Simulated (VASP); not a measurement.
SrO, 2 atoms in the cell. Symmetry: I4mm, No. 107, tetragonal system. Conventional cell: a = 3.634 Å, b = 3.634 Å, c = 5.140 Å, α = 90.00°, β = 90.00°, γ = 90.00°. Sr (site symmetry 4mm) has 6 O at 2.32 to 2.82 Å within 3.1 Å. Within 3.1 Å of O (site symmetry 4mm) lie 6 Sr at 2.32 to 2.82 Å.  This cell differs from its parent crystal: all Sr atoms moved -0.250 Å, as atom 1 towards its neighbour atom 2 (O) at 2.570 Å.

| Item | Value |
| --- | --- |
| Program | VASP 6.6.1 |
| Task | single point |
| Functional | PBE |
| Potentials or basis | VASP PAW PBE potentials, release 64 (Sr_sv, O) |
| Cutoff | 520 eV |
| k mesh | 8 × 8 × 8 |
| Occupations | gaussian, width 0.05 eV |
| Spin | no spin polarisation |
| Dipole correction | no |
| Further INCAR settings | ALGO = Normal; EDIFF = 1e-06; NBANDS = 15 |

Potentials or basis: VASP PAW PBE potentials, release 64 (Sr_sv, O).

The run is started by

```bash
$ cat potpaw_PBE.64/Sr_sv/POTCAR potpaw_PBE.64/O/POTCAR > POTCAR
$ mpirun -np 1 vasp_std > vasp.out
```

Hardware: 1 thread of Intel(R) Xeon(R) Platinum 8259CL CPU @ 2.50GHz (Skylake/Cascade Lake), with other jobs on the host.

Task: Estimate the wall time of this run.

Result: It took 30 s on 1 thread of Intel(R) Xeon(R) Platinum 8259CL CPU @ 2.50GHz (Skylake/Cascade Lake) (shared host), peak memory 0.17 GiB. Counts: scf iterations 13, k points 59.
